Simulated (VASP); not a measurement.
In3As, 4 atoms in the cell. Symmetry: P4/mmm, No. 123, tetragonal system. Conventional cell: a = 4.859 Å, b = 4.859 Å, c = 4.672 Å, α = 90.00°, β = 90.00°, γ = 90.00°. Within 4.4 Å of In (site symmetry 4/mmm) lie 8 In at 3.37 Å and 4 As at 3.44 Å. In (site symmetry mmm) has 8 In at 3.37 to 3.44 Å and 4 As at 3.37 Å within 4.4 Å. As (site symmetry 4/mmm) has 12 In at 3.37 to 3.44 Å within 4.4 Å. 

```yaml
Program: VASP 6.6.1
Task: single point
Functional: PBE
Potentials_or_basis: VASP PAW PBE potentials, release 64 (In_d, As)
Cutoff: 520 eV
k_mesh: 5 × 5 × 5
Occupations: fermi-dirac, width 0.05 eV
Spin: no spin polarisation
Dipole_correction: no
Further_INCAR_settings: ALGO = Normal; EDIFF = 1e-06; NBANDS = 30
```

Potentials or basis: VASP PAW PBE potentials, release 64 (In_d, As).

Run with:

```sh
$ cat potpaw_PBE.64/In_d/POTCAR potpaw_PBE.64/As/POTCAR > POTCAR
$ mpirun -np 1 vasp_std > vasp.out
```

Hardware: 1 thread of Intel Xeon 8259CL, on a shared host.

Estimate the wall time of this run.

It took 82 s on 1 thread of Intel Xeon 8259CL, on a shared host, peak memory 0.22 GiB. Counts: scf iterations 13, k points 18.
